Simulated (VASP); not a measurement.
## Pb: single point with PBEsol

Crystal: Pb.

```
CELL_PARAMETERS angstrom
3.18077 0.00000 0.00000
0.00000 3.18077 0.00000
0.00000 0.00000 3.18077
ATOMIC_POSITIONS crystal
Pb 0.00000 0.00000 0.00000
```

```yaml
Program: VASP 6.6.1
Task: single point
Functional: PBEsol
Potentials_or_basis: VASP PAW PBE potentials, release 64 (Pb_d)
Cutoff: 520 eV
k_mesh: 16 × 16 × 16
Occupations: fermi-dirac, width 0.1 eV
Spin: no spin polarisation
Dipole_correction: no
Further_INCAR_settings: ALGO = Normal; EDIFF = 1e-07; NBANDS = 13
```

The pressure is 0.1 GPa and the band gap on the k mesh is zero (band 7 reaches 11.31 eV, above the bottom of band 8 at 4.29 eV).

Levels at points of the mesh, in eV from the Fermi level:
| k point | band 3 | band 4 | band 5 | band 6 | band 7 | band 8 | band 9 | band 10 | band 11 | band 12 |
| --- | --- | --- | --- | --- | --- | --- | --- | --- | --- | --- |
| (0.00, 0.00, 0.00) | -16.55 | -16.55 | -16.55 | -11.51 | 5.09 | 5.09 | 5.09 | 8.09 | 9.55 | 9.55 |
| (0.50, 0.00, 0.00) | -16.73 | -16.73 | -16.53 | -8.92 | -4.19 | 7.54 | 7.54 | 10.79 | 11.02 | 12.21 |
| (0.50, 0.50, 0.00) | -16.70 | -16.70 | -16.34 | -6.41 | -1.92 | -1.92 | 3.47 | 10.28 | 13.05 | 13.05 |
| (0.50, 0.50, 0.50) | -16.94 | -16.33 | -16.33 | -3.83 | 0.25 | 0.25 | 0.25 | 6.50 | 6.50 | 6.50 |

Wall time 12 s on 1 thread of Intel(R) Xeon(R) 6975P-C (Granite Rapids), with other jobs on the host, peak memory 0.18 GiB.

Caveat: the PAW data sets were made with another functional, which shifts forces and pressure a little; spin-orbit coupling is left out, which moves the levels of the heavy elements.
